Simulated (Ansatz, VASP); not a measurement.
**Two plane-wave programs on Ir**

The input POSCAR:

```
Ir
1.0
   -1.5305034284      1.5305034284      1.5305034284
    1.5305034284     -1.5305034284      1.5305034284
    1.5305034284      1.5305034284     -1.5305034284
Ir
1
Direct
    0.0000000000      0.0000000000      0.0000000000
```

File INCAR.step1:

```
SYSTEM = Ir
  PREC = Accurate
  ENCUT = 520
  ISMEAR = 0
  SIGMA = 0.05
  LREAL = .FALSE.
  LASPH = .TRUE.
  NELM = 60
  NBANDS = 10
  GGA = PE
  ALGO = Normal
  EDIFF = 1E-4
  LWAVE = .TRUE.
  LCHARG = .FALSE.
```

INCAR.step2

```
SYSTEM = Ir
  PREC = Accurate
  ENCUT = 520
  EDIFF = 1E-6
  ISMEAR = 0
  SIGMA = 0.05
  LREAL = .FALSE.
  LASPH = .TRUE.
  NELM = 60
  ALGO = Normal
  ISIF = 2
  LWAVE = .FALSE.
  LCHARG = .TRUE.
  METAGGA = R2SCAN
  LMIXTAU = .TRUE.
  LELF = .TRUE.
  LVHAR = .TRUE.
  NBANDS = 10
  ISTART = 1
```

Contents of KPOINTS:

```
regular mesh
0
G
  18 18 18
  0 0 0
```

Input for Ansatz:

```yaml
crystal:
  lattice:
    - [-1.5305034284, 1.5305034284, 1.5305034284]
    - [1.5305034284, -1.5305034284, 1.5305034284]
    - [1.5305034284, 1.5305034284, -1.5305034284]
  atoms:
    - { symbol: Ir, position: [0.0, 0.0, 0.0] }
basis:
  ecutwfc: 600
  ecutrho_ratio: 5
kpoints:
  mp_grid: { grid: [18, 18, 18] }
hamiltonian:
  xc: r2scan
scf:
  occupations: { method: gaussian, width: 0.05 }
output:
  forces: true
  stress: true
  eigenvalues: true
```

Alike in both runs: task single point; functional r2SCAN; k mesh 18 × 18 × 18; occupations gaussian, width 0.05 eV; no spin polarisation.

|  | VASP | Ansatz |
| --- | --- | --- |
| version | VASP 6.6.1 | Ansatz 0.2.0 |
| potentials or method | VASP PAW PBE potentials, release 64 (Ir), cutoff 520 eV | scalar-relativistic, plane waves, PAW |
| valence electrons in the cell | 9 | 17 |

```tsv
	VASP	Ansatz	Ansatz less VASP
pressure (GPa)	11.9	9.2	-2.65
```

VASP's potentials were made for PBE, not for r2SCAN. VASP's potentials hold 9 valence electrons a cell and Ansatz's 17, so a difference there can come from the potentials and not from the codes.

Neither program's run includes spin-orbit coupling.
